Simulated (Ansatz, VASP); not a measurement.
**NiSbO4 in VASP and in Ansatz**

```
Ni Sb O
1.0
     0.00000    3.17988    3.17988
     3.17988    0.00000    3.17988
     3.17988    3.17988    0.00000
Ni Sb O
1 1 4
Direct
  0.75000 0.75000 0.75000
  0.00000 0.00000 0.00000
  0.37535 0.37535 0.87395
  0.87395 0.37535 0.37535
  0.37535 0.37535 0.37535
  0.37535 0.87395 0.37535
```

Change from the starting cell: species swapped into the HoInCo4 type (F-43m, No. 216).

Alike in both runs: task relaxation of cell and atoms; functional PBE; k mesh 6 × 6 × 6; occupations gaussian, width 0.1 eV; collinear spin.

|  | VASP | Ansatz |
| --- | --- | --- |
| version | VASP 6.6.1 | Ansatz 0.2.0 |
| potentials or method | VASP PAW PBE potentials, release 64 (Ni, Sb, O), cutoff 600 eV | scalar-relativistic, plane waves, PAW |
| valence electrons in the cell | 39 | 57 |

|  | VASP | Ansatz | Ansatz less VASP |
| --- | --- | --- | --- |
| gap on the k mesh at the Fermi level, each at its own relaxed structure (eV) | none | none | - |
| net moment per atom (μB) | 0.00 | 0.13 | +0.133 |
| size of the moment on the site where the two differ most (μB) | 0.00 | 0.63 | +0.633 |
| relaxed volume (Å³/atom) | 10.53 | 10.66 | +0.129 |
| relaxed cell length with the largest relative difference (Å) | 4.471 | 4.489 | +0.0182 |

The net moments are unlike, so the other rows may belong to different states. Site moments also hang on the region over which each program counts them. A gap of «none» marks a metal or a gap that the smearing closes. VASP's potentials hold 39 valence electrons a cell and Ansatz's 57, so a difference there can come from the potentials and not from the codes.

Spin-orbit coupling is off throughout.
